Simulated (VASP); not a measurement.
Input of a VASP 6.6.1 run:

INCAR

```
SYSTEM = Pb
  PREC = Accurate
  ENCUT = 520
  EDIFF = 1E-6
  ISMEAR = 1
  SIGMA = 0.1
  LREAL = .FALSE.
  LASPH = .TRUE.
  NELM = 100
  ALGO = Normal
  ISIF = 2
  LWAVE = .FALSE.
  LCHARG = .FALSE.
  GGA = PE
  NBANDS = 13
```

The input KPOINTS:

```
regular mesh
0
G
  11 11 11
  0 0 0
```

POSCAR

```
Pb
1.0
    0.0000000000      2.5175937382      2.5175937382
    2.5175937382      0.0000000000      2.5175937382
    2.5175937382      2.5175937382      0.0000000000
Pb
1
Direct
    0.0000000000      0.0000000000      0.0000000000
```

Potentials or basis: VASP PAW PBE potentials, release 64 (Pb_d).

Command:

```sh
$ cat potpaw_PBE.64/Pb_d/POTCAR > POTCAR
$ mpirun -np 1 vasp_std > vasp.out
```

Problem. What does it give for the band gap on the k mesh?

Solution. Zero (bands 7 and 8 overlap by 8.37 eV).

Problem. Predict the pressure.

Solution. -0.2 GPa.

Caveat: spin-orbit coupling is left out, which moves the levels of the heavy elements.
